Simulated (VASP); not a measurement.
Wanted: the native input for a VASP 6.6.1 run.

```
Task                   : single point
Functional             : PBE
Potentials or basis    : VASP PAW PBE potentials, release 64 (Mg, O)
Cutoff                 : 520 eV
k mesh                 : 9 × 9 × 6
Occupations            : gaussian, width 0.02 eV
Spin                   : no spin polarisation
Dipole correction      : no
Further INCAR settings : ALGO = Normal; EDIFF = 1e-07; NBANDS = 16
```

The structure of MgO lies in POSCAR:

```
MgO
1.0
    3.3128479006      0.0221952507     -0.0075748322
   -1.6372022994      2.8060917029     -0.0017126688
   -0.0114107990     -0.0095671328      4.9311593583
Mg O
2 2
Direct
    0.3565516155      0.7383164729      0.0205547183
    0.7216345927      0.3241139814      0.4702203903
    0.2536706729      0.6621215765      0.3857772113
    0.6681400957      0.2754479692      0.9326476801
```

This cell differs from its parent crystal: atoms moved at random and the cell strained at random.

These files were run (other wordings do the same):

INCAR

```
  PREC = Accurate
  ENCUT = 520
  EDIFF = 1E-7
  ISMEAR = 0
  SIGMA = 0.02
  LREAL = False
  LASPH = True
  NELM = 80
  ALGO = Normal
  ISIF = 2
  LWAVE = False
  LCHARG = False
  GGA = PE
  NBANDS = 16
```

KPOINTS

```
regular mesh
0
Gamma
  9 9 6
```

Potentials or basis: VASP PAW PBE potentials, release 64 (Mg, O).

The run is started by

```console
$ cat potpaw_PBE.64/Mg/POTCAR potpaw_PBE.64/O/POTCAR > POTCAR
$ mpirun -np 1 vasp_std > vasp.out
```

It gave:

```json
{
  "Pressure": "34.1 GPa",
  "Largest force": "10.300 eV/Å",
  "Band gap on the k mesh": "3.35 eV"
}
```

Caveat: the cell differs from its parent crystal (atoms moved at random and the cell strained at random); the stress differs along the axes, from 17 to 65 GPa; forces of over 1 eV/Å act on the atoms, so gaps and moduli don't describe the material at rest.

Run time: 3.8 min on 1 thread of Intel Xeon 8259CL, with other jobs on the host, peak memory 0.29 GiB.
